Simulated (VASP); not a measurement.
TaTe:

```
Ta Te
1.0
     0.00000    3.15993    3.15993
     3.15993    0.00000    3.15993
     3.15993    3.15993    0.00000
Ta Te
1 1
Direct
  0.00000 0.00000 0.00000
  0.25000 0.25000 0.25000
```

Base run:

| Property | Result |
| --- | --- |
| Program | VASP 6.6.1 |
| Functional | PBE |
| Potentials or basis | VASP PAW PBE potentials, release 64 (Ta_pv, Te) |
| Cutoff | 520 eV |
| k mesh | 10 × 10 × 10 |
| Occupations | gaussian, width 0.05 eV |
| Spin | collinear spin |
| Starting moments | [1.39, 0.0] μB |

Its results: pressure 0.0 GPa.

Task: After a change of settings the same cell gave: pressure -2.1 GPa. Which change was it?
A. moments at the start from [1.39, 0.0] to [0.5, 0.0]
B. moments at the start from [1.39, 0.0] to [2.0, 0.0]
C. moments at the start from [1.39, 0.0] to [1.37, 0.0]
D. spin from collinear spin to no spin polarisation; further incar settings from ALGO = Normal; EDIFF = 1e-06; NBANDS = 20 to ALGO = Normal; EDIFF = 1e-07; NBANDS = 16

Result: D.
